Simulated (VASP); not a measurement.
# Zr in VASP: a series of runs

Runs on Zr. Level: PBEsol. Tasks: single point.

Everything below comes from runs of VASP 6.6.1. Logs are shortened: lines on timing, memory, paths and dates and some standing lists are left out, and cuts for length are marked.

## 1. The cell of the first run

The structure is trigonal, space group R-3m (No. 166). The conventional cell has a = 5.043 Å, b = 5.043 Å, c = 3.229 Å, α = 90.00°, β = 90.00°, γ = 120.00°. Zr (site symmetry -3m) has 14 Zr at 3.10 to 3.62 Å within 4.1 Å.

## 2. Single point, PBEsol (equal xy, yz and zx shear strains of +3 %)

Contents of INCAR:

```
PREC = Accurate
ENCUT = 520
EDIFF = 1E-6
ISMEAR = -1
SIGMA = 0.08
LREAL = F
LASPH = T
NELM = 60
ALGO = Normal
ISIF = 2
LWAVE = F
LCHARG = F
GGA = PS
NBANDS = 12
```

Contents of KPOINTS:

```
regular mesh
0
Gamma
  14 14 14
```

Contents of POSCAR:

```
Zr
1.0
   -1.7557000000      1.8100000000      1.8100000000
    1.8100000000     -1.7557000000      1.8100000000
    1.8100000000      1.8100000000     -1.7557000000
Zr
1
Direct
    0.0000000000      0.0000000000      0.0000000000
```

Potentials or basis: VASP PAW PBE potentials, release 64 (Zr_sv).

Started as:

```bash
> cat potpaw_PBE.64/Zr_sv/POTCAR > POTCAR
> mpirun -np 1 vasp_std > vasp.out
```

OUTCAR:

```text
PREC = Accurate
   ENCUT = 520
   EDIFF = 1E-6
   ISMEAR = -1
   LREAL = F
   LASPH = T
   NELM = 60
   ISIF = 2
   GGA = PS

 ion  position               nearest neighbor table
   1  0.000  0.000  0.000-

  LATTYP: Found a trigonal (rhomboedric) cell.
 ALAT       =     3.1039784938
 COS(alpha) =    -0.3196300452

  Lattice vectors:

 A1 = (  -1.7557000000,   1.8100000000,   1.8100000000)
 A2 = (   1.8100000000,  -1.7557000000,   1.8100000000)
 A3 = (   1.8100000000,   1.8100000000,  -1.7557000000)

Analysis of symmetry for initial positions (statically):
=====================================================================
 Subroutine PRICEL returns:
 Original cell was already a primitive cell.

 Routine SETGRP: Setting up the symmetry group for a
 trigonal (rhombohedral) supercell.

 Subroutine GETGRP returns: Found 12 space group operations
 (whereof 12 operations were pure point group operations)
 out of a pool of 12 trial point group operations.

The static configuration has the point symmetry D_3d.

Analysis of symmetry for dynamics (positions and initial velocities):
=====================================================================
 Subroutine PRICEL returns:
 Original cell was already a primitive cell.

 Routine SETGRP: Setting up the symmetry group for a
 trigonal (rhombohedral) supercell.

 Subroutine GETGRP returns: Found 12 space group operations
 (whereof 12 operations were pure point group operations)
 out of a pool of 12 trial point group operations.

The dynamic configuration has the point symmetry D_3d.

 Subroutine INISYM returns: Found 12 space group operations
 (whereof 12 operations are pure point group operations),
 and found     1 'primitive' translations

----------------------------------------------------------------------------------------

                                     Primitive cell

  volume of cell :      23.7031

  direct lattice vectors                    reciprocal lattice vectors
    -1.755700000  1.810000000  1.810000000    -0.008168442  0.272281400  0.272281400
     1.810000000 -1.755700000  1.810000000     0.272281400 -0.008168442  0.272281400
     1.810000000  1.810000000 -1.755700000     0.272281400  0.272281400 -0.008168442

  length of vectors
     3.103978494  3.103978494  3.103978494     0.385150678  0.385150678  0.385150678

  position of ions in fractional coordinates (direct lattice)
[... 82 lines left out ...]
   NFREE  =      0    steps in history (QN), initial steepest desc. (CG)
   ISIF   =      2    stress and relaxation
   ISYM   =      2    0-nonsym 1-usesym 2-fastsym
   POTIM  = 0.5000    time-step for ionic-motion
   TEBEG  =    0.0;   TEEND  =   0.0 temperature during run
   PSTRESS=    0.0 pullay stress
   NELECT =      12.0000    total number of electrons
   NUPDOWN=      -1.0000    fix difference up-down
   EMIN   =  10.00;   EMAX   =-10.00  energy-range for DOS
   EFERMI =   0.00;   METHOD = LEGACY
   ISMEAR =    -1;   SIGMA  =   0.08  broadening in eV -4-tet -1-fermi 0-gaus
   EFERMI_NEDOS =   21; number of points for ismear=-14 and -15
   IALGO  =     38    algorithm
   IMIX   =      4    mixing-type and parameters
     AMIX     =   0.40;   BMIX     =  1.00
     AMIX_MAG =   1.60;   BMIX_MAG =  1.00
  volume/ion in A,a.u.               =      23.70       159.96
  Fermi-wavevector in a.u.,A,eV,Ry     =   1.304768  2.465655 23.162840  1.702421
  Thomas-Fermi vector in A             =   2.435682
   LORBIT       =      0    0 simple, 1 ext, 2 COOP (PROOUT), +10 PAW based schemes
   GGA     = PS    functional components
   LHFCALC =     F    Hartree Fock is set to
   AEXX    =    0.0000 exact exchange contribution
   IVDW    =     0    specifies the selected vdW correction
   LEPSILON=     F    determine dielectric tensor
   LRPA    =     F    only Hartree local field effects (RPA)
 non-spin polarized calculation
  energy-cutoff  :      520.00
  volume of cell :       23.70
 maximum number of plane-waves:       652
   NGX = 11   NGY = 11   NGZ = 11

 number of electron      12.0000000 magnetization

 Free energy of the ion-electron system (eV)
  ---------------------------------------------------
  ext. energy  EPLUGINS =         0.00000000
  ---------------------------------------------------
  free energy    TOTEN  =        -8.98821037 eV

  energy without entropy =       -8.94716173  energy(sigma->0) =       -8.96768605

 E-fermi :   8.3790     XC(G=0): -11.1144

 val. band max:        8.3787894749   @ k =   0.2143   0.0714  -0.0000
 cond. band min:       8.3846390750   @ k =  -0.3571   0.1429  -0.0000
 fundamental gap:      0.0058496001
 Fermi energy:         8.3789717820

 k-point     1 :       0.0000    0.0000    0.0000
  band No.  band energies     occupation
      1     -40.0467      2.00000
      2     -17.6489      2.00000
      3     -17.5769      2.00000
      4     -17.5769      2.00000
      5       3.0344      2.00000
      6       9.2732      0.00003
      7       9.2732      0.00003
      8       9.8703      0.00000
      9      11.9688      0.00000
     10      11.9688      0.00000
     11      20.5219      0.00000
     12      20.5219      0.00000
[... 331 lines left out ...]
 k-point    24 :       0.2857    0.1429   -0.0000
  band No.  band energies     occupation
      1     -39.9344      2.00000
      2     -18.2923      2.00000
      3     -17.8772      2.00000
      4     -17.6473      2.00000
      5       5.9200      2.00000
      6       7.9615      1.98923
      7       8.4789      0.44555
      8      11.6202      0.00000
      9      12.7095      0.00000
     10      13.6056      0.00000
     11      19.0689      0.00000
     12      20.4511      0.00000

 [... further k-points ...]

------------------------ aborting loop because EDIFF is reached ----------------------------------------

  FORCE on cell =-STRESS in cart. coord.  units (eV):
  Direction    XX          YY          ZZ          XY          YZ          ZX
  --------------------------------------------------------------------------------------
  -------------------------------------------------------------------------------------
  Total       -0.9722849     -0.9722849     -0.9722849     -0.1348220     -0.1348220     -0.1348220
  in kB      -65.7201736    -65.7201736    -65.7201736     -9.1130951     -9.1130951     -9.1130951
  external PRESSURE =     -65.7201736 kB  Pullay stress =       0.0000000 kB

 VOLUME and BASIS-vectors are now :
 -----------------------------------------------------------------------------
  energy-cutoff  :      520.00
  volume of cell :       23.70
      direct lattice vectors                 reciprocal lattice vectors
    -1.755700000  1.810000000  1.810000000    -0.008168442  0.272281400  0.272281400
     1.810000000 -1.755700000  1.810000000     0.272281400 -0.008168442  0.272281400
     1.810000000  1.810000000 -1.755700000     0.272281400  0.272281400 -0.008168442

 POSITION                                       TOTAL-FORCE (eV/Angst)
 -----------------------------------------------------------------------------------
      0.00000      0.00000      0.00000         0.000000     -0.000000      0.000000
 -----------------------------------------------------------------------------------
    total drift:                                0.000000      0.000000     -0.000000

  FREE ENERGIE OF THE ION-ELECTRON SYSTEM (eV)
  ---------------------------------------------------
  free  energy   TOTEN  =        -8.9882103675 eV

  energy  without entropy=       -8.9471617258  energy(sigma->0) =       -8.96768605
```

Run time: 44 s. Hardware: 1 thread of Intel Xeon Platinum 8259CL at 2.50GHz (Skylake/Cascade Lake), shared host; peak memory 0.2 GiB.

What came out:

```
Free energy            : -8.9882 eV
Pressure               : -6.6 GPa
Band gap on the k mesh : zero (bands 6 and 7 overlap by 1.51 eV)
```

Caveat: the cell differs from its parent crystal (equal xy, yz and zx shear strains of +3 %); the cell stands under tension; the PAW data sets were made with another functional, which shifts forces and pressure a little.

## 3. Single point, PBEsol (equal xx and yy strain of -3 %)

Contents of INCAR:

```
PREC = Accurate
ENCUT = 520
EDIFF = 1E-7
ISMEAR = -1
SIGMA = 0.08
LREAL = F
LASPH = T
NELM = 100
ALGO = Normal
ISIF = 2
LWAVE = F
LCHARG = F
GGA = PS
NBANDS = 12
```

KPOINTS is that of step 2.

Contents of POSCAR:

```
Zr
1.0
   -1.7557000000      1.7557000000      1.8100000000
    1.7557000000     -1.7557000000      1.8100000000
    1.7557000000      1.7557000000     -1.8100000000
Zr
1
Direct
    0.0000000000      0.0000000000      0.0000000000
```

Potentials or basis: VASP PAW PBE potentials, release 64 (Zr_sv).

Started as:

```bash
> cat potpaw_PBE.64/Zr_sv/POTCAR > POTCAR
> mpirun -np 1 vasp_std > vasp.out
```

It took 28 s on 1 thread of Intel Xeon Platinum 8488C (Sapphire Rapids), shared host; peak memory 0.18 GiB.

The run converged. Its results:

* Free energy: -9.0313 eV
* Pressure: -1.8 GPa
* Band gap on the k mesh: zero (bands 6 and 7 overlap by 1.66 eV)

Stress tensor (GPa, compression positive):
```
-1.92  0.00  0.00
 0.00 -1.92  0.00
 0.00  0.00 -1.70
```

Levels at points of the mesh, in eV from the Fermi level:
```
           k point  band 4  band 5  band 6  band 7  band 8  band 9
(0.00, 0.00, 0.00)  -25.77   -5.45    1.04    1.04    1.35    3.52
(0.50, 0.00, 0.00)  -25.78   -2.91   -0.63    1.72    3.55    4.45
(0.50, 0.50, 0.00)  -25.80   -2.92   -0.96    1.91    4.02    4.59
(0.50, 0.50, 0.50)  -26.51   -2.75   -2.67    5.88    5.98    5.98
```

Caveat: the cell differs from its parent crystal (equal xx and yy strain of -3 %); the PAW data sets were made with another functional, which shifts forces and pressure a little.
